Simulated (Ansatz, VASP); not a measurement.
One calculation of MgO, two programs

File POSCAR:

```
MgO
1.0
    0.0000000000      2.1229832853      2.1229832853
    2.1229832853      0.0000000000      2.1229832853
    2.1229832853      2.1229832853      0.0000000000
Mg O
1 1
Direct
    0.0000000000      0.0000000000      0.0000000000
    0.5000000000      0.5000000000      0.5000000000
```

File INCAR.step1:

```
SYSTEM = MgO
ALGO = Normal ; EDIFF = 1E-5
ENCUT = 750 ; GGA = PE
GGA_COMPAT = .False. ; ISMEAR = 0
LASPH = .True. ; LCHARG = .False.
LREAL = .False. ; LWAVE = .True.
NBANDS = 15 ; NELM = 120
PREC = Accurate ; SIGMA = 0.02
```

Contents of INCAR.step2:

```
SYSTEM = MgO
ALGO = Normal ; EDIFF = 1E-6
ENCUT = 750 ; GGA_COMPAT = .False.
ISIF = 2 ; ISMEAR = 0
ISTART = 1 ; LASPH = .True.
LCHARG = .False. ; LMIXTAU = .True.
LREAL = .False. ; LWAVE = .False.
METAGGA = R2SCAN ; NBANDS = 15
NELM = 120 ; PREC = Accurate
SIGMA = 0.02
```

KPOINTS

```
k-points
0
Gamma
  10 10 10
  0 0 0
```

Input for Ansatz:

```yaml
crystal:
  lattice:
    - [0.0, 2.1229832853, 2.1229832853]
    - [2.1229832853, 0.0, 2.1229832853]
    - [2.1229832853, 2.1229832853, 0.0]
  atoms:
    - { symbol: Mg, position: [0.0, 0.0, 0.0] }
    - { symbol: O, position: [0.5, 0.5, 0.5] }
basis:
  ecutwfc: 500
kpoints:
  mp_grid: { grid: [10, 10, 10] }
hamiltonian:
  xc: r2scan
scf:
  occupations: { method: gaussian, width: 0.02 }
output:
  forces: true
  stress: true
  eigenvalues: true
```

Alike in both runs: task single point; functional r2SCAN; k mesh 10 × 10 × 10; occupations gaussian, width 0.02 eV; no spin polarisation.

```csv
,VASP,Ansatz
version,VASP 6.6.1,Ansatz 0.2.0
potentials or method,"VASP PAW PBE potentials, release 64 (Mg_sv, O), cutoff 750 eV","scalar-relativistic, plane waves, PAW"
valence electrons in the cell,16,16
```

|  | VASP | Ansatz | Ansatz less VASP |
| --- | --- | --- | --- |
| gap on the k mesh at the Fermi level (eV) | 5.41 | 5.39 | -0.021 |
| least direct gap on the mesh (eV) | 5.41 | 5.39 | -0.021 |
| pressure (GPa) | -4.6 | -4.6 | -0.06 |

VASP's potentials were made for PBE, not for r2SCAN.
